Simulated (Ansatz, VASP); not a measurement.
Ga3As2P in VASP and in Ansatz

File INCAR:

```
SYSTEM = Ga3As2P
ALGO = Normal
EDIFF = 1E-7
ENCUT = 520
GGA = PE
ISIF = 2
ISMEAR = 0
LASPH = .True.
LCHARG = .False.
LREAL = .False.
LWAVE = .False.
NBANDS = 36
NELM = 100
PREC = Accurate
SIGMA = 0.1
```

Contents of KPOINTS:

```
k-points
0
Gamma
  6 6 6
  0 0 0
```

Contents of POSCAR:

```
Ga3As2P
1.0
   -1.9374539900      1.9374539900      8.2199211200
    1.9374539900     -1.9374539900      8.2199211200
    1.9374539900      1.9374539900     -8.2199211200
Ga P As
3 1 2
Direct
    0.8333333300      0.8333333300      0.0000000000
    0.5000000000      0.5000000000      0.0000000000
    0.1666666700      0.1666666700      0.0000000000
    0.7500000000      0.2500000000      0.5000000000
    0.4166666700      0.9166666700      0.5000000000
    0.0833333300      0.5833333300      0.5000000000
```

Input for Ansatz:

```yaml
crystal:
  lattice:
    - [-1.93745399, 1.93745399, 8.21992112]
    - [1.93745399, -1.93745399, 8.21992112]
    - [1.93745399, 1.93745399, -8.21992112]
  atoms:
    - { symbol: Ga, position: [0.83333333, 0.83333333, 0.0] }
    - { symbol: Ga, position: [0.5, 0.5, 0.0] }
    - { symbol: Ga, position: [0.16666667, 0.16666667, 0.0] }
    - { symbol: P, position: [0.75, 0.25, 0.5] }
    - { symbol: As, position: [0.41666667, 0.91666667, 0.5] }
    - { symbol: As, position: [0.08333333, 0.58333333, 0.5] }
basis:
  ecutwfc: 420
kpoints:
  mp_grid: { grid: [6, 6, 6] }
hamiltonian:
  xc: pbe
scf:
  occupations: { method: gaussian, width: 0.1 }
  lower_state_search: "off"
output:
  forces: true
  stress: true
  eigenvalues: true
```

Alike in both runs: task single point; functional PBE; k mesh 6 × 6 × 6; occupations gaussian, width 0.1 eV; no spin polarisation.

|  | VASP | Ansatz |
| --- | --- | --- |
| version | VASP 6.6.1 | Ansatz 0.2.0 |
| potentials or method | VASP PAW PBE potentials, release 64 (Ga_d, P, As), cutoff 520 eV | scalar-relativistic, plane waves, PAW |
| valence electrons in the cell | 54 | 74 |

```csv
,VASP,Ansatz,Ansatz less VASP
gap on the k mesh at the Fermi level (eV),1.37,1.38,+0.007
least direct gap on the mesh (eV),1.40,1.39,-0.006
pressure (GPa),8.5,8.4,-0.15
"traceless stress, the component that is largest in VASP (GPa)",-0.17,-0.17,+0.001
rms of the force components (eV/Å),0.291,0.283,-0.0079
```

Atom by atom the forces differ by 0.008 eV/Å (rms over components). The functional is the same, so the differences come from potentials, cutoffs and numerics. VASP's potentials hold 54 valence electrons a cell and Ansatz's 74, so a difference there can come from the potentials and not from the codes.
